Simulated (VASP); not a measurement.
# Fe (Fd-3m) in VASP: single point with LDA

Aim: the single point of Fe with LDA.

Everything below comes from runs of VASP 6.6.1. Logs are shortened: lines on timing, memory, paths and dates and some standing lists are left out, and cuts for length are marked.

## 1. The cell of the first run

The structure is cubic, space group Fd-3m (No. 227). The conventional cell has a = 4.758 Å, b = 4.758 Å, c = 4.758 Å, α = 90.00°, β = 90.00°, γ = 90.00°. Within 2.7 Å of Fe (site symmetry -43m) lie 4 Fe at 2.06 Å.

## 2. Single point, LDA

The input, INCAR:

```
SYSTEM = Fe
ALGO = Normal
EDIFF = 1E-6
ENCUT = 600
GGA_COMPAT = .FALSE.
ISIF = 2
ISMEAR = -1
LASPH = .TRUE.
LCHARG = .FALSE.
LREAL = .FALSE.
LWAVE = .FALSE.
NBANDS = 15
NELM = 120
PREC = Accurate
SIGMA = 0.13605693000000002
```

The input, KPOINTS:

```
k-points
0
G
  10 10 10
  0 0 0
```

The input, POSCAR:

```
Fe
1.0
    0.0000000000      2.3788064538      2.3788064538
    2.3788064538      0.0000000000      2.3788064538
    2.3788064538      2.3788064538      0.0000000000
Fe
2
Direct
    0.0000000000      0.0000000000      0.0000000000
    0.2500000000      0.2500000000      0.2500000000
```

Potentials or basis: VASP PAW LDA potentials, release 64 (Fe).

The run is started by

```sh
$ cat potpaw_LDA.64/Fe/POTCAR > POTCAR
$ mpirun -np 1 vasp_std > vasp.out
```

OUTCAR:

```text
SYSTEM = Fe
   EDIFF = 1E-6
   ENCUT = 600
   ISIF = 2
   ISMEAR = -1
   LASPH = .TRUE.
   LREAL = .FALSE.
   NELM = 120
   PREC = Accurate

 ion  position               nearest neighbor table
   1  0.000  0.000  0.000-   2 2.06   2 2.06   2 2.06   2 2.06
   2  0.250  0.250  0.250-   1 2.06   1 2.06   1 2.06   1 2.06

  LATTYP: Found a face centered cubic cell.
 ALAT       =     4.7576129076

  Lattice vectors:

 A1 = (   0.0000000000,   2.3788064538,   2.3788064538)
 A2 = (   2.3788064538,   0.0000000000,   2.3788064538)
 A3 = (   2.3788064538,   2.3788064538,   0.0000000000)

Analysis of symmetry for initial positions (statically):
=====================================================================
 Subroutine PRICEL returns:
 Original cell was already a primitive cell.

 Routine SETGRP: Setting up the symmetry group for a
 face centered cubic supercell.

 Subroutine GETGRP returns: Found 48 space group operations
 (whereof 24 operations were pure point group operations)
 out of a pool of 48 trial point group operations.

The static configuration has the point symmetry T_d .
 The point group associated with its full space group is O_h .

Analysis of symmetry for dynamics (positions and initial velocities):
=====================================================================
 Subroutine PRICEL returns:
 Original cell was already a primitive cell.

 Routine SETGRP: Setting up the symmetry group for a
 face centered cubic supercell.

 Subroutine GETGRP returns: Found 48 space group operations
 (whereof 24 operations were pure point group operations)
 out of a pool of 48 trial point group operations.

The dynamic configuration has the point symmetry T_d .
 The point group associated with its full space group is O_h .

 Subroutine INISYM returns: Found 48 space group operations
 (whereof 24 operations are pure point group operations),
 and found     1 'primitive' translations

----------------------------------------------------------------------------------------

                                     Primitive cell

  volume of cell :      26.9220

  direct lattice vectors                    reciprocal lattice vectors
     0.000000000  2.378806454  2.378806454    -0.210189442  0.210189442  0.210189442
     2.378806454  0.000000000  2.378806454     0.210189442 -0.210189442  0.210189442
     2.378806454  2.378806454  0.000000000     0.210189442  0.210189442 -0.210189442

  length of vectors
     3.364140349  3.364140349  3.364140349     0.364058792  0.364058792  0.364058792

  position of ions in fractional coordinates (direct lattice)
     0.000000000  0.000000000  0.000000000
     0.250000000  0.250000000  0.250000000

  ion indices of the primitive-cell ions
   primitive index   ion index
                 1           1
                 2           2

----------------------------------------------------------------------------------------

 KPOINTS: k-points

Automatic generation of k-mesh.
 Grid dimensions read from file:
 generate k-points for:   10   10   10

 Generating k-lattice:

  Cartesian coordinates                     Fractional coordinates (reciprocal lattice)
    -0.021018944  0.021018944  0.021018944     0.100000000  0.000000000  0.000000000
     0.021018944 -0.021018944  0.021018944     0.000000000  0.100000000  0.000000000
     0.021018944  0.021018944 -0.021018944     0.000000000  0.000000000  0.100000000

  Length of vectors
     0.036405879  0.036405879  0.036405879

  Shift w.r.t. Gamma in fractional coordinates (k-lattice)
     0.000000000  0.000000000  0.000000000

 Subroutine IBZKPT returns following result:
 ===========================================

 Found     47 irreducible k-points:

 Following reciprocal coordinates:
            Coordinates               Weight
  0.000000  0.000000  0.000000      1.000000
  0.100000  0.000000  0.000000      8.000000
  0.200000  0.000000  0.000000      8.000000
  0.300000  0.000000  0.000000      8.000000
  0.400000  0.000000  0.000000      8.000000
  0.500000  0.000000  0.000000      4.000000
[... 16 lines left out ...]
  0.300000  0.300000  0.000000      6.000000
  0.400000  0.300000  0.000000     24.000000
 [... further k-points ...]
   k-points           NKPTS =     47   k-points in BZ     NKDIM =     47   number of bands    NBANDS=     15
   number of dos      NEDOS =    301   number of ions     NIONS =      2
   total plane-waves  NPLWV =  21952
   dimension x,y,z NGX =    28 NGY =   28 NGZ =   28
   dimension x,y,z NGXF=    56 NGYF=   56 NGZF=   56
   ions per type =               2
   NGX,Y,Z   is equivalent  to a cutoff of  13.84, 13.84, 13.84 a.u.
   NGXF,Y,Z  is equivalent  to a cutoff of  27.67, 27.67, 27.67 a.u.
 SYSTEM =  Fe
   PREC   = accura    normal or accurate (medium, high low for compatibility)
   ISTART =      0    job   : 0-new  1-cont  2-samecut
   ICHARG =      2    charge: 1-file 2-atom 10-const
   ISPIN  =      1    spin polarized calculation?
   LNONCOLLINEAR =      F non collinear calculations
   LSORBIT =      F    spin-orbit coupling
   LASPH  =      T    aspherical Exc in radial PAW
   ENCUT  =  600.0 eV  44.10 Ry    6.64 a.u.   6.72  6.72  6.72*2*pi/ulx,y,z
   NELM   =    120;   NELMIN=  2; NELMDL= -5     # of ELM steps
   EDIFF  = 0.1E-05   stopping-criterion for ELM
   LREAL  =      F    real-space projection
   EDIFFG = 0.1E-04   stopping-criterion for IOM
   NSW    =      0    number of steps for IOM
   IBRION =     -1    ionic relax: 0-MD 1-quasi-New 2-CG
   NFREE  =      0    steps in history (QN), initial steepest desc. (CG)
   ISIF   =      2    stress and relaxation
   ISYM   =      2    0-nonsym 1-usesym 2-fastsym
   POTIM  = 0.5000    time-step for ionic-motion
   TEBEG  =    0.0;   TEEND  =   0.0 temperature during run
   PSTRESS=    0.0 pullay stress
   NELECT =      16.0000    total number of electrons
   NUPDOWN=      -1.0000    fix difference up-down
   EMIN   =  10.00;   EMAX   =-10.00  energy-range for DOS
   EFERMI =   0.00;   METHOD = LEGACY
   ISMEAR =    -1;   SIGMA  =   0.14  broadening in eV -4-tet -1-fermi 0-gaus
   EFERMI_NEDOS =   21; number of points for ismear=-14 and -15
   IALGO  =     38    algorithm
   IMIX   =      4    mixing-type and parameters
     AMIX     =   0.40;   BMIX     =  1.00
     AMIX_MAG =   1.60;   BMIX_MAG =  1.00
  volume/ion in A,a.u.               =      13.46        90.84
  Fermi-wavevector in a.u.,A,eV,Ry     =   1.376403  2.601025 25.776049  1.894486
  Thomas-Fermi vector in A             =   2.501651
   LORBIT       =      0    0 simple, 1 ext, 2 COOP (PROOUT), +10 PAW based schemes
   GGA     = CA    functional components
   LHFCALC =     F    Hartree Fock is set to
   AEXX    =    0.0000 exact exchange contribution
   IVDW    =     0    specifies the selected vdW correction
   LEPSILON=     F    determine dielectric tensor
   LRPA    =     F    only Hartree local field effects (RPA)
 non-spin polarized calculation
  energy-cutoff  :      600.00
  volume of cell :       26.92
 maximum number of plane-waves:       934
   NGX = 13   NGY = 13   NGZ = 13

 number of electron      15.9999994 magnetization

 Free energy of the ion-electron system (eV)
  ---------------------------------------------------
  ext. energy  EPLUGINS =         0.00000000
  ---------------------------------------------------
  free energy    TOTEN  =       -16.34945988 eV

  energy without entropy =      -16.20914929  energy(sigma->0) =      -16.27930458

 E-fermi :   4.0351     XC(G=0): -12.1765

 val. band max:        4.0176459697   @ k =   0.3000   0.2000   0.0000
 cond. band min:       4.0650483794   @ k =   0.4000   0.0000   0.0000
 fundamental gap:      0.0474024098
 Fermi energy:         4.0350755575

 k-point     1 :       0.0000    0.0000    0.0000
  band No.  band energies     occupation
      1      -2.9357      2.00000
      2       0.9770      2.00000
      3       0.9770      2.00000
      4       1.3804      2.00000
      5       1.3804      2.00000
      6       1.3804      2.00000
      7       3.5781      1.93280
      8       3.5781      1.93280
      9       3.5781      1.93280
     10       5.4039      0.00009
     11       5.4039      0.00009
     12      19.0746      0.00000
     13      19.0746      0.00000
     14      19.0746      0.00000
     15      19.3070      0.00000

 k-point     2 :       0.1000    0.0000    0.0000
  band No.  band energies     occupation
      1      -2.7184      2.00000
      2       0.8768      2.00000
      3       0.8768      2.00000
      4       1.3934      2.00000
      5       1.5386      2.00000
      6       1.5386      2.00000
      7       3.4550      1.97225
      8       3.5626      1.93982
      9       3.5626      1.93982
     10       5.4018      0.00009
     11       5.4018      0.00009
     12      15.9913      0.00000
     13      17.9452      0.00000
     14      17.9452      0.00000
     15      19.4177      0.00000

 k-point     3 :       0.2000    0.0000    0.0000
  band No.  band energies     occupation
      1      -2.0925      2.00000
      2       0.7873      2.00000
      3       0.7873      2.00000
      4       1.4546      2.00000
      5       1.7368      2.00000
      6       1.7368      2.00000
      7       3.1164      1.99767
      8       3.5842      1.92978
      9       3.5842      1.92978
     10       5.3818      0.00010
     11       5.3818      0.00010
     12      12.8639      0.00000
     13      16.9273      0.00000
     14      16.9273      0.00000
     15      18.5105      0.00000
[... 343 lines left out ...]
 k-point    23 :       0.3000    0.3000    0.0000
  band No.  band energies     occupation
      1      -0.5659      2.00000
      2       0.0499      2.00000
      3       1.4519      2.00000
      4       1.4519      2.00000
      5       1.7996      2.00000
      6       1.8935      2.00000
      7       2.5716      1.99996
      8       4.3847      0.14224
      9       4.3847      0.14224
     10       4.5089      0.05963
     11       5.6482      0.00001
     12      12.0073      0.00000
     13      12.0073      0.00000
     14      12.6710      0.00000
     15      16.0998      0.00000

 k-point    24 :       0.4000    0.3000    0.0000
  band No.  band energies     occupation
      1       0.0080      2.00000
      2       0.0560      2.00000
      3       1.4222      2.00000
      4       1.5078      2.00000
      5       1.7268      2.00000
      6       2.1218      2.00000
      7       2.7028      1.99989
      8       4.1577      0.57743
      9       4.6408      0.02305
     10       4.7872      0.00792
     11       5.7084      0.00001
     12      10.1919      0.00000
     13      11.1074      0.00000
     14      11.3286      0.00000
     15      16.2161      0.00000

 [... further k-points ...]

------------------------ aborting loop because EDIFF is reached ----------------------------------------

  FORCE on cell =-STRESS in cart. coord.  units (eV):
  Direction    XX          YY          ZZ          XY          YZ          ZX
  --------------------------------------------------------------------------------------
  -------------------------------------------------------------------------------------
  Total       -0.3597985     -0.3597985     -0.3597985      0.0000000      0.0000000      0.0000000
  in kB      -21.4122634    -21.4122634    -21.4122634      0.0000000      0.0000000      0.0000000
  external PRESSURE =     -21.4122634 kB  Pullay stress =       0.0000000 kB

 VOLUME and BASIS-vectors are now :
 -----------------------------------------------------------------------------
  energy-cutoff  :      600.00
  volume of cell :       26.92
      direct lattice vectors                 reciprocal lattice vectors
     0.000000000  2.378806454  2.378806454    -0.210189442  0.210189442  0.210189442
     2.378806454  0.000000000  2.378806454     0.210189442 -0.210189442  0.210189442
     2.378806454  2.378806454  0.000000000     0.210189442  0.210189442 -0.210189442

 POSITION                                       TOTAL-FORCE (eV/Angst)
 -----------------------------------------------------------------------------------
      0.00000      0.00000      0.00000        -0.000000      0.000000     -0.000000
      1.18940      1.18940      1.18940         0.000000     -0.000000      0.000000
 -----------------------------------------------------------------------------------
    total drift:                                0.000000      0.000000      0.000000

  FREE ENERGIE OF THE ION-ELECTRON SYSTEM (eV)
  ---------------------------------------------------
  free  energy   TOTEN  =       -16.3494598750 eV

  energy  without entropy=      -16.2091492949  energy(sigma->0) =      -16.27930458
```

Wall time 32 s (1 thread of Intel Xeon 8259CL, shared host); peak memory 0.15 GiB.

Results:

| Property | Result |
| --- | --- |
| Free energy | -16.3495 eV |
| Pressure | -2.1 GPa |
| Band gap on the k mesh | zero (band 8 reaches 4.38 eV, above the bottom of band 9 at 3.56 eV) |

Levels at points of the mesh, in eV from the Fermi level:
```csv
k point,band 4,band 5,band 6,band 7,band 8,band 9,band 10,band 11,band 12,band 13
"(0.00, 0.00, 0.00)",-2.65,-2.65,-2.65,-0.46,-0.46,-0.46,1.37,1.37,15.04,15.04
"(0.50, 0.00, 0.00)",-2.90,-2.70,-2.70,-1.09,0.19,0.19,1.08,1.08,2.72,11.38
"(0.50, 0.50, 0.00)",-2.61,-1.38,-1.38,-0.83,-0.83,1.30,1.30,2.96,2.96,5.69
```

Caveat: the run has no spin polarisation, though such a crystal can be magnetic. Spin polarisation is off, so any magnetic state and its effect on volume and gap are missing.
